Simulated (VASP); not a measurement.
Here is a VASP 6.6.1 calculation.

The input INCAR:

```
SYSTEM = NaAl3
  PREC = Accurate
  ENCUT = 500
  EDIFF = 1E-6
  ISMEAR = 0
  SIGMA = 0.1
  LREAL = .False.
  LASPH = .True.
  NELM = 120
  ALGO = Normal
  ISIF = 2
  LWAVE = .False.
  LCHARG = .True.
  GGA = CA
  LELF = .True.
  LVHAR = .True.
  ISYM = 0
  NBANDS = 16
  GGA_COMPAT = .False.
```

File KPOINTS:

```
Automatic mesh
0
Gamma
  2 2 2
  0.5 0.5 0
```

Contents of POSCAR:

```
NaAl3
1.0
   -2.1877210000      2.1877210000      3.9802060000
    2.1877210000     -2.1877210000      3.9802060000
    2.1877210000      2.1877210000     -3.9802060000
Na Al
1 3
Direct
    0.0000000000      0.0000000000      0.0000000000
    0.7500000000      0.2500000000      0.5000000000
    0.2500000000      0.7500000000      0.5000000000
    0.5000000000      0.5000000000      0.0000000000
```

Potentials or basis: VASP PAW LDA potentials, release 64 (Na_pv, Al).

The run is started by

```bash
$ cat potpaw_LDA.64/Na_pv/POTCAR potpaw_LDA.64/Al/POTCAR > POTCAR
$ mpirun -np 1 vasp_std > vasp.out
```

(1) Predict the pressure.

(2) Estimate the band gap on the k mesh.

Results:

(1) -2.6 GPa.

(2) zero (bands 8 and 9 overlap by 0.54 eV).

Caveat: the k points lie up to 0.82 Å⁻¹ apart, too coarse for converged energies and pressures of a metal.
